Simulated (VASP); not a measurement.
Runs of VASP 6.6.1 on InAs. The structure is that of space group F-43m (No. 216), or close to it. The cells are those of the table. 

```tsv
cell	gap on the mesh (eV)	pressure (GPa)
a = 4.276, b = 4.276, c = 4.243 Å, angles 60.3, 60.3, 59.5°, 2 atoms	none	4.5
a = 4.343, b = 4.343, c = 4.243 Å, angles 60.8, 60.8, 58.5°, 2 atoms	none	2.5
a = 4.310, b = 4.310, c = 4.243 Å, angles 60.5, 60.5, 59.0°, 2 atoms	none	(a)
a = 4.309 Å, angles 60.0°, 2 atoms	none	2.5
a = 4.243 Å, angles 60.0°, 2 atoms	none	5.6
```

Alike in all rows: task single point; level PBE; potentials or basis VASP PAW PBE potentials, release 64 (In_d, As); no spin polarisation; k mesh 16 × 16 × 16; cutoff (eV) 520; smearing gaussian 0.15 eV.

Question: Estimate the missing entries.

Answer: (a) 3.4.

Caveats: spin-orbit coupling is left out, which moves the levels of the heavy elements.

A k mesh can miss the band edges, and the runs leave out spin-orbit coupling on As, In.

A gap of «none» marks levels without a gap at the run's occupations.
